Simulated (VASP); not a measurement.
# Cu3Pt (Pm-3m) in VASP: a series of runs

The runs below take Cu3Pt through single point, relaxation of cell and atoms, with LDA.

Everything below comes from runs of VASP 6.6.1. Logs are shortened: lines on timing, memory, paths and dates and some standing lists are left out, and cuts for length are marked.

**1. The cell of the first run**

The structure is cubic, space group Pm-3m (No. 221). The conventional cell has a = 3.629 Å, b = 3.629 Å, c = 3.629 Å, α = 90.00°, β = 90.00°, γ = 90.00°. Within 3.4 Å of Cu (site symmetry 4/mmm) lie 8 Cu at 2.57 Å and 4 Pt at 2.57 Å. Within 3.4 Å of Pt (site symmetry m-3m) lie 12 Cu at 2.57 Å.

**2. Single point, LDA**

INCAR reads:

```
SYSTEM = Cu3Pt
PREC = Accurate
ENCUT = 520
EDIFF = 1E-7
ISMEAR = -1
SIGMA = 0.15
LREAL = .False.
LASPH = .True.
NELM = 100
ALGO = Fast
ISIF = 2
LWAVE = .False.
LCHARG = .False.
GGA = CA
NBANDS = 30
```

KPOINTS reads:

```
Automatic mesh
0
Gamma
  12 12 12
  0 0 0
```

POSCAR reads:

```
Cu3Pt
1.0
    3.6294987813      0.0000000000      0.0000000000
    0.0000000000      3.6294987813      0.0000000000
    0.0000000000      0.0000000000      3.6294987813
Cu Pt
3 1
Direct
    0.0000000000      0.5000000000      0.5000000000
    0.5000000000      0.0000000000      0.5000000000
    0.5000000000      0.5000000000      0.0000000000
    0.0000000000      0.0000000000      0.0000000000
```

Potentials or basis: VASP PAW LDA potentials, release 64 (Cu, Pt).

Run with:

```sh
cat potpaw_LDA.64/Cu/POTCAR potpaw_LDA.64/Pt/POTCAR > POTCAR
mpirun -np 1 vasp_std > vasp.out
```

OUTCAR:

```text
SYSTEM = Cu3Pt
   PREC = Accurate
   ENCUT = 520
   EDIFF = 1E-7
   ISMEAR = -1
   LREAL = .False.
   LASPH = .True.
   NELM = 100
   ISIF = 2
   GGA = CA

 ion  position               nearest neighbor table
   1  0.000  0.500  0.500-   2 2.57   3 2.57   4 2.57   3 2.57   4 2.57   2 2.57   4 2.57   4 2.57
                             2 2.57   3 2.57   3 2.57   2 2.57
   2  0.500  0.000  0.500-   1 2.57   3 2.57   4 2.57   3 2.57   4 2.57   1 2.57   3 2.57   3 2.57
                             1 2.57   4 2.57   4 2.57   1 2.57
   3  0.500  0.500  0.000-   1 2.57   2 2.57   4 2.57   1 2.57   2 2.57   2 2.57   4 2.57   2 2.57
                             1 2.57   4 2.57   1 2.57   4 2.57
   4  0.000  0.000  0.000-   1 2.57   2 2.57   3 2.57   1 2.57   2 2.57   1 2.57   3 2.57   1 2.57
                             2 2.57   3 2.57   2 2.57   3 2.57

  LATTYP: Found a simple cubic cell.
 ALAT       =     3.6294987813

  Lattice vectors:

 A1 = (   3.6294987813,   0.0000000000,   0.0000000000)
 A2 = (   0.0000000000,   3.6294987813,   0.0000000000)
 A3 = (   0.0000000000,   0.0000000000,   3.6294987813)

Analysis of symmetry for initial positions (statically):
=====================================================================
 Subroutine PRICEL returns:
 Original cell was already a primitive cell.

 Routine SETGRP: Setting up the symmetry group for a
 simple cubic supercell.

 Subroutine GETGRP returns: Found 48 space group operations
 (whereof 48 operations were pure point group operations)
 out of a pool of 48 trial point group operations.

The static configuration has the point symmetry O_h .

Analysis of symmetry for dynamics (positions and initial velocities):
=====================================================================
 Subroutine PRICEL returns:
 Original cell was already a primitive cell.

 Routine SETGRP: Setting up the symmetry group for a
 simple cubic supercell.

 Subroutine GETGRP returns: Found 48 space group operations
 (whereof 48 operations were pure point group operations)
 out of a pool of 48 trial point group operations.

The dynamic configuration has the point symmetry O_h .

 Subroutine INISYM returns: Found 48 space group operations
 (whereof 48 operations are pure point group operations),
 and found     1 'primitive' translations

----------------------------------------------------------------------------------------

                                     Primitive cell
[... 89 lines left out ...]
   ISPIN  =      1    spin polarized calculation?
   LNONCOLLINEAR =      F non collinear calculations
   LSORBIT =      F    spin-orbit coupling
   LASPH  =      T    aspherical Exc in radial PAW
   ENCUT  =  520.0 eV  38.22 Ry    6.18 a.u.   6.75  6.75  6.75*2*pi/ulx,y,z
   NELM   =    100;   NELMIN=  2; NELMDL= -5     # of ELM steps
   EDIFF  = 0.1E-06   stopping-criterion for ELM
   LREAL  =      F    real-space projection
   EDIFFG = 0.1E-05   stopping-criterion for IOM
   NSW    =      0    number of steps for IOM
   IBRION =     -1    ionic relax: 0-MD 1-quasi-New 2-CG
   NFREE  =      0    steps in history (QN), initial steepest desc. (CG)
   ISIF   =      2    stress and relaxation
   ISYM   =      2    0-nonsym 1-usesym 2-fastsym
   POTIM  = 0.5000    time-step for ionic-motion
   TEBEG  =    0.0;   TEEND  =   0.0 temperature during run
   PSTRESS=    0.0 pullay stress
   NELECT =      43.0000    total number of electrons
   NUPDOWN=      -1.0000    fix difference up-down
   EMIN   =  10.00;   EMAX   =-10.00  energy-range for DOS
   EFERMI =   0.00;   METHOD = LEGACY
   ISMEAR =    -1;   SIGMA  =   0.15  broadening in eV -4-tet -1-fermi 0-gaus
   EFERMI_NEDOS =   21; number of points for ismear=-14 and -15
   IALGO  =     68    algorithm
   IMIX   =      4    mixing-type and parameters
     AMIX     =   0.40;   BMIX     =  1.00
     AMIX_MAG =   1.60;   BMIX_MAG =  1.00
  volume/ion in A,a.u.               =      11.95        80.66
  Fermi-wavevector in a.u.,A,eV,Ry     =   1.580220  2.986184 33.975060  2.497096
  Thomas-Fermi vector in A             =   2.680481
   LORBIT       =      0    0 simple, 1 ext, 2 COOP (PROOUT), +10 PAW based schemes
   GGA     = CA    functional components
   LHFCALC =     F    Hartree Fock is set to
   AEXX    =    0.0000 exact exchange contribution
   IVDW    =     0    specifies the selected vdW correction
   LEPSILON=     F    determine dielectric tensor
   LRPA    =     F    only Hartree local field effects (RPA)
 non-spin polarized calculation
 RMM-DIIS sequential band-by-band and
  energy-cutoff  :      520.00
  volume of cell :       47.81
 maximum number of plane-waves:      1328
 NGX is ok and might be reduce to    28
   NGX = 13   NGY = 13   NGZ = 13

 number of electron      42.9999967 magnetization

 Free energy of the ion-electron system (eV)
  ---------------------------------------------------
  ext. energy  EPLUGINS =         0.00000000
  ---------------------------------------------------
  free energy    TOTEN  =       -22.21164381 eV

  energy without entropy =      -22.09164648  energy(sigma->0) =      -22.15164514

 E-fermi :   8.9552     XC(G=0): -13.5904

 val. band max:        8.8862535047   @ k =   0.4167   0.3333   0.0833
 cond. band min:       8.9818072740   @ k =   0.4167   0.3333   0.1667
 fundamental gap:      0.0955537693
 Fermi energy:         8.9552107265

 k-point     1 :       0.0000    0.0000    0.0000
  band No.  band energies     occupation
      1      -0.8079      2.00000
      2       2.9970      2.00000
      3       2.9970      2.00000
      4       3.9155      2.00000
      5       3.9155      2.00000
      6       3.9155      2.00000
[... 781 lines left out ...]
     29      21.6391      0.00000
     30      21.9915      0.00000

 [... further k-points ...]
[... 5 lines left out ...]
  --------------------------------------------------------------------------------------
  -------------------------------------------------------------------------------------
  Total        0.3020816      0.3020816      0.3020816     -0.0000000     -0.0000000     -0.0000000
  in kB       10.1226648     10.1226648     10.1226648     -0.0000000     -0.0000000     -0.0000000
  external PRESSURE =      10.1226648 kB  Pullay stress =       0.0000000 kB

 VOLUME and BASIS-vectors are now :
 -----------------------------------------------------------------------------
  energy-cutoff  :      520.00
  volume of cell :       47.81
      direct lattice vectors                 reciprocal lattice vectors
     3.629498781  0.000000000  0.000000000     0.275520137  0.000000000  0.000000000
     0.000000000  3.629498781  0.000000000     0.000000000  0.275520137  0.000000000
     0.000000000  0.000000000  3.629498781     0.000000000  0.000000000  0.275520137

 POSITION                                       TOTAL-FORCE (eV/Angst)
 -----------------------------------------------------------------------------------
      0.00000      1.81475      1.81475         0.000000      0.000000      0.000000
      1.81475      0.00000      1.81475         0.000000      0.000000      0.000000
      1.81475      1.81475      0.00000         0.000000      0.000000      0.000000
      0.00000      0.00000      0.00000         0.000000      0.000000      0.000000
 -----------------------------------------------------------------------------------
    total drift:                                0.000000      0.000000      0.000000

  FREE ENERGIE OF THE ION-ELECTRON SYSTEM (eV)
  ---------------------------------------------------
  free  energy   TOTEN  =       -22.2116438089 eV

  energy  without entropy=      -22.0916464755  energy(sigma->0) =      -22.15164514
```

It took 66 s on 1 thread of Intel Xeon 6975P-C (Granite Rapids), shared host; peak memory 0.21 GiB.

What came out:

* Free energy: -22.2116 eV
* Pressure: 1.0 GPa

Caveat: spin-orbit coupling is left out, which moves the levels of the heavy elements.

**3. Relaxation of cell and atoms, LDA**

INCAR reads:

```
PREC = Accurate ; ENCUT = 600
EDIFF = 1E-6 ; ISMEAR = -1
SIGMA = 0.15 ; LREAL = False
LASPH = True ; NELM = 80
ALGO = Fast ; ISIF = 3
LWAVE = False ; LCHARG = False
GGA = CA ; IBRION = 2
NSW = 80 ; EDIFFG = -0.001
```

KPOINTS reads:

```
regular mesh
0
Gamma
  12 12 12
```

POSCAR reads:

```
Cu3Pt
1.0
    3.6289058916      0.0000000000      0.0000000000
    0.0000000000      3.6289058916      0.0000000000
    0.0000000000      0.0000000000      3.6289058916
Cu Pt
3 1
Direct
    0.0000000000      0.5000000000      0.5000000000
    0.5000000000      0.0000000000      0.5000000000
    0.5000000000      0.5000000000      0.0000000000
    0.0000000000      0.0000000000      0.0000000000
```

Potentials or basis: VASP PAW LDA potentials, release 64 (Cu, Pt).

Run with:

```sh
cat potpaw_LDA.64/Cu/POTCAR potpaw_LDA.64/Pt/POTCAR > POTCAR
mpirun -np 1 vasp_std > vasp.out
```

OUTCAR:

```text
PREC = Accurate
   ENCUT = 600
   EDIFF = 1E-6
   ISMEAR = -1
   LREAL = False
   LASPH = True
   NELM = 80
   ISIF = 3
   GGA = CA
   IBRION = 2
   NSW = 80
   EDIFFG = -0.001

 ion  position               nearest neighbor table
   1  0.000  0.500  0.500-   2 2.57   3 2.57   4 2.57   3 2.57   4 2.57   2 2.57   4 2.57   4 2.57
                             2 2.57   3 2.57   3 2.57   2 2.57
   2  0.500  0.000  0.500-   1 2.57   3 2.57   4 2.57   3 2.57   4 2.57   1 2.57   3 2.57   3 2.57
                             1 2.57   4 2.57   4 2.57   1 2.57
   3  0.500  0.500  0.000-   1 2.57   2 2.57   4 2.57   1 2.57   2 2.57   2 2.57   4 2.57   2 2.57
                             1 2.57   4 2.57   1 2.57   4 2.57
   4  0.000  0.000  0.000-   1 2.57   2 2.57   3 2.57   1 2.57   2 2.57   1 2.57   3 2.57   1 2.57
                             2 2.57   3 2.57   2 2.57   3 2.57

  LATTYP: Found a simple cubic cell.
 ALAT       =     3.6289058916

  Lattice vectors:

 A1 = (   3.6289058916,   0.0000000000,   0.0000000000)
 A2 = (   0.0000000000,   3.6289058916,   0.0000000000)
 A3 = (   0.0000000000,   0.0000000000,   3.6289058916)

Analysis of symmetry for initial positions (statically):
=====================================================================
 Subroutine PRICEL returns:
 Original cell was already a primitive cell.

 Routine SETGRP: Setting up the symmetry group for a
 simple cubic supercell.

 Subroutine GETGRP returns: Found 48 space group operations
 (whereof 48 operations were pure point group operations)
 out of a pool of 48 trial point group operations.

The static configuration has the point symmetry O_h .

Analysis of symmetry for dynamics (positions and initial velocities):
=====================================================================
 Subroutine PRICEL returns:
 Original cell was already a primitive cell.

 Routine SETGRP: Setting up the symmetry group for a
 simple cubic supercell.

 Subroutine GETGRP returns: Found 48 space group operations
 (whereof 48 operations were pure point group operations)
[... 145 lines left out ...]

--------------------------------------- Ionic step        1  -------------------------------------------

 number of electron      42.9999978 magnetization

 Free energy of the ion-electron system (eV)
  ---------------------------------------------------
  ext. energy  EPLUGINS =         0.00000000
  ---------------------------------------------------
  free energy    TOTEN  =       -22.21172238 eV

  energy without entropy =      -22.09175291  energy(sigma->0) =      -22.15173765

------------------------ aborting loop because EDIFF is reached ----------------------------------------

  FORCE on cell =-STRESS in cart. coord.  units (eV):
  Direction    XX          YY          ZZ          XY          YZ          ZX
  --------------------------------------------------------------------------------------
  -------------------------------------------------------------------------------------
  Total        0.3521317      0.3521317      0.3521317      0.0000000     -0.0000000     -0.0000000
  in kB       11.8056153     11.8056153     11.8056153      0.0000000     -0.0000000     -0.0000000
  external PRESSURE =      11.8056153 kB  Pullay stress =       0.0000000 kB
[... 95 lines left out ...]
  FREE ENERGIE OF THE ION-ELECTRON SYSTEM (eV)
  ---------------------------------------------------
  free  energy   TOTEN  =       -22.2124082761 eV

  energy  without entropy=      -22.0920415020  energy(sigma->0) =      -22.15222489

[... ionic steps 4 to 9 ...]

--------------------------------------- Ionic step       10  -------------------------------------------

 number of electron      42.9999978 magnetization

------------------------ aborting loop because EDIFF is reached ----------------------------------------
[... 71 lines left out ...]
--------------------------------------- Ionic step       12  -------------------------------------------

 number of electron      42.9999978 magnetization

 Free energy of the ion-electron system (eV)
  ---------------------------------------------------
  ext. energy  EPLUGINS =         0.00000000
  ---------------------------------------------------
  free energy    TOTEN  =       -22.21240269 eV

  energy without entropy =      -22.09210458  energy(sigma->0) =      -22.15225363

 E-fermi :   8.8991     XC(G=0): -13.5684

 val. band max:        8.8296155172   @ k =   0.4167   0.3333   0.0833
 cond. band min:       8.9251926470   @ k =   0.4167   0.3333   0.1667
 fundamental gap:      0.0955771298
 Fermi energy:         8.8991098611

 k-point     1 :       0.0000    0.0000    0.0000
  band No.  band energies     occupation
      1      -0.8316      2.00000
      2       2.9716      2.00000
      3       2.9716      2.00000
      4       3.8852      2.00000
      5       3.8852      2.00000
      6       3.8852      2.00000
[... 661 lines left out ...]
     24      12.3307      0.00000
     25      17.0331      0.00000

 [... further k-points ...]
[... 5 lines left out ...]
  --------------------------------------------------------------------------------------
  -------------------------------------------------------------------------------------
  Total       -0.0013384     -0.0013384     -0.0013384      0.0000000     -0.0000000     -0.0000000
  in kB       -0.0446833     -0.0446833     -0.0446833      0.0000000     -0.0000000     -0.0000000
  external PRESSURE =      -0.0446833 kB  Pullay stress =       0.0000000 kB
[... 19 lines left out ...]
  FREE ENERGIE OF THE ION-ELECTRON SYSTEM (eV)
  ---------------------------------------------------
  free  energy   TOTEN  =       -22.2124026866 eV

  energy  without entropy=      -22.0921045801  energy(sigma->0) =      -22.15225363

 reached required accuracy - stopping structural energy minimisation
```

CONTCAR:

```text
Cu3Pt
   1.00000000000000
     3.6339672683665460   -0.0000000000000000   -0.0000000000000000
     0.0000000000000000    3.6339672683665460   -0.0000000000000000
    -0.0000000000000000    0.0000000000000000    3.6339672683665460
  Cu              Pt
     3     1
Direct
     0.0000000000000000    0.5000000000000000    0.5000000000000000
     0.5000000000000000    0.0000000000000000    0.5000000000000000
     0.5000000000000000    0.5000000000000000    1.0000000000000000
     0.0000000000000000    0.0000000000000000    0.0000000000000000

  0.00000000E+00  0.00000000E+00  0.00000000E+00
  0.00000000E+00  0.00000000E+00  0.00000000E+00
  0.00000000E+00  0.00000000E+00  0.00000000E+00
  0.00000000E+00  0.00000000E+00  0.00000000E+00
```

Run time: 7.3 min. Hardware: 1 thread of Intel Xeon Platinum 8488C (Sapphire Rapids), shared host; peak memory 0.24 GiB.

Results:

```
Free energy                            : -22.2124 eV
Relaxed volume                         : 12.00 Å³/atom
Relaxed cell                           : a = 3.634 Å, b = 3.634 Å, c = 3.634 Å, α = 90.00°, β = 90.00°, γ = 90.00°
Space group after relaxing (to 0.05 Å) : Pm-3m (No. 221)
Energy gained by relaxing              : 0.2 meV/atom
Ionic steps                            : 12
Pressure after relaxing                : 0.0 GPa
```

Step by step:
```tsv
step	energy change (eV)	largest force (eV/Å)	pressure (GPa)	volume (Å³)
1	0.0000	0.0000	1.18	47.79
2	0.0014	0.0000	-1.93	48.40
3	-0.0007	0.0000	-1.04	48.02
4	-0.0006	0.0000	0.14	47.91
5	-0.0006	0.0000	0.69	47.93
6	-0.0007	0.0000	-0.16	47.97
7	-0.0007	0.0000	0.03	47.96
8	-0.0007	0.0000	0.12	47.97
9	-0.0007	0.0000	0.09	47.97
10	-0.0007	0.0000	0.35	47.99
11	-0.0007	0.0000	0.22	47.99
12	-0.0007	0.0000	0.00	47.99
```

Final structure:
```
CELL_PARAMETERS angstrom
3.63397 0.00000 0.00000
0.00000 3.63397 0.00000
0.00000 0.00000 3.63397
ATOMIC_POSITIONS crystal
Cu 0.00000 0.50000 0.50000
Cu 0.50000 0.00000 0.50000
Cu 0.50000 0.50000 0.00000
Pt 0.00000 0.00000 0.00000
```

Caveat: spin-orbit coupling is left out, which moves the levels of the heavy elements.

**4. Single point, LDA**

INCAR reads:

```
SYSTEM = Cu3Pt
PREC = Accurate
ENCUT = 700
EDIFF = 1E-6
ISMEAR = -1
SIGMA = 0.15
LREAL = .False.
LASPH = .True.
NELM = 120
ALGO = Normal
ISIF = 2
LWAVE = .False.
LCHARG = .False.
GGA = CA
NBANDS = 46
GGA_COMPAT = .False.
```

KPOINTS reads:

```
Automatic mesh
0
Gamma
  12 12 12
  0 0 0
```

POSCAR reads:

```
Cu3Pt
1.0
    3.6294987794      0.0000000000      0.0000000000
    0.0000000000      3.6294987794      0.0000000000
    0.0000000000      0.0000000000      3.6294987794
Cu Pt
3 1
Direct
    0.0000000000      0.5000000000      0.5000000000
    0.5000000000      0.0000000000      0.5000000000
    0.5000000000      0.5000000000      0.0000000000
    0.0000000000      0.0000000000      0.0000000000
```

Potentials or basis: VASP PAW LDA potentials, release 64 (Cu_sv_GW, Pt_sv_GW).

Run with:

```sh
cat potpaw_LDA.64/Cu_sv_GW/POTCAR potpaw_LDA.64/Pt_sv_GW/POTCAR > POTCAR
mpirun -np 1 vasp_std > vasp.out
```

Run time: 2.5 min. Hardware: 1 thread of Intel Xeon 6975P-C (Granite Rapids), shared host; peak memory 0.37 GiB.

It converged, with:

- Free energy: -22.4728 eV
- Pressure: -2.9 GPa

Levels at points of the mesh, in eV from the Fermi level:
| k point | band 36 | band 37 | band 38 | band 39 | band 40 | band 41 |
| --- | --- | --- | --- | --- | --- | --- |
| (0.00, 0.00, 0.00) | -0.12 | -0.12 | 1.77 | 1.77 | 1.77 | 7.61 |
| (0.50, 0.00, 0.00) | -1.30 | -1.18 | -0.17 | 6.89 | 6.89 | 7.83 |
| (0.50, 0.50, 0.00) | -1.65 | -0.08 | -0.08 | 0.90 | 1.86 | 9.40 |
| (0.50, 0.50, 0.50) | -0.58 | -0.58 | -0.58 | -0.56 | -0.56 | 4.12 |

Caveat: spin-orbit coupling is left out, which moves the levels of the heavy elements.

**5. Summary**

```tsv
task	potentials or basis	cell	cutoff (eV)	second run	gap on the mesh (eV)	pressure (GPa)
single point	VASP PAW LDA potentials, release 64 (Cu, Pt)	a = 3.629 Å, 4 atoms	520	-	none	1.0
relaxation of cell and atoms	VASP PAW LDA potentials, release 64 (Cu, Pt)	relaxed from a = 3.629 Å, 4 atoms	600	-	none	0.0
single point	VASP PAW LDA potentials, release 64 (Cu_sv_GW, Pt_sv_GW)	a = 3.629 Å, 4 atoms	700	valence_matched	none	-2.9
```

Alike in all rows: level LDA; no spin polarisation; k mesh 12 × 12 × 12; smearing fermi-dirac 0.15 eV.

Caveats: spin-orbit coupling is left out, which moves the levels of the heavy elements.

Total energies depend on the potentials used, so only differences within one code and one set of settings carry meaning.
